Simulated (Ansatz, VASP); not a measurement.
SiC: VASP beside Ansatz

```
Si C
1.0
     0.00000    2.24910    2.24910
     2.24910    0.00000    2.24910
     2.13365    2.13365    0.11545
Si C
1 1
Direct
  0.00000 0.00000 0.00000
  0.75000 0.75000 0.75000
```

Alike in both runs: task single point; functional PBE; k mesh 12 × 12 × 12; occupations gaussian, width 0.05 eV; no spin polarisation.

|  | VASP | Ansatz |
| --- | --- | --- |
| version | VASP 6.6.1 | Ansatz 0.2.0 |
| potentials or method | VASP PAW PBE potentials, release 64 (Si, C), cutoff 520 eV | scalar-relativistic, plane waves, PAW |
| valence electrons in the cell | 8 | 8 |

Ansatz gave:

| Item | Value |
| --- | --- |
| gap on the k mesh at the Fermi level (eV) | 1.06 |
| least direct gap on the mesh (eV) | 3.96 |
| pressure (GPa) | 2.0 |
| traceless stress, the component that is largest in VASP (GPa) | 14.95 |
| rms of the force components (eV/Å) | 0.608 |

What did VASP give for the same quantities?

gap on the k mesh at the Fermi level (eV): 1.05; least direct gap on the mesh (eV): 3.95; pressure (GPa): 2.0; traceless stress, the component that is largest in VASP (GPa): 15.00; rms of the force components (eV/Å): 0.607.

Atom by atom the forces differ by 0.001 eV/Å (rms over components).
